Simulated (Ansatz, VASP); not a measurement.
SiC in VASP and in Ansatz

```
Si C
1.0
     3.07536    0.00000    0.00000
    -1.53768    2.66334    0.00000
     0.00000    0.00000    5.04811
Si C
2 2
Cartesian
  0.0000 1.7756 -0.0021
  1.5377 0.8878 2.5220
  0.0000 1.7756 1.8951
  1.5377 0.8878 4.4192
```

Alike in both runs: task single point; functional r2SCAN; k mesh 9 × 9 × 4; no spin polarisation.

|  | VASP | Ansatz |
| --- | --- | --- |
| version | VASP 6.6.1 | Ansatz 0.2.0 |
| potentials or method | VASP PAW PBE potentials, release 64 (Si, C) | plane waves, PAW |
| plane-wave cutoff (eV) | 520 | 500 |
| occupations | gaussian, width 0.01 eV | fixed |
| valence electrons in the cell | 16 | 16 |

```csv
,VASP,Ansatz,Ansatz less VASP
gap on the k mesh at the Fermi level (eV),2.66,2.65,-0.007
pressure (GPa),-0.2,0.0,+0.18
```

VASP's potentials were made for PBE, not for r2SCAN.
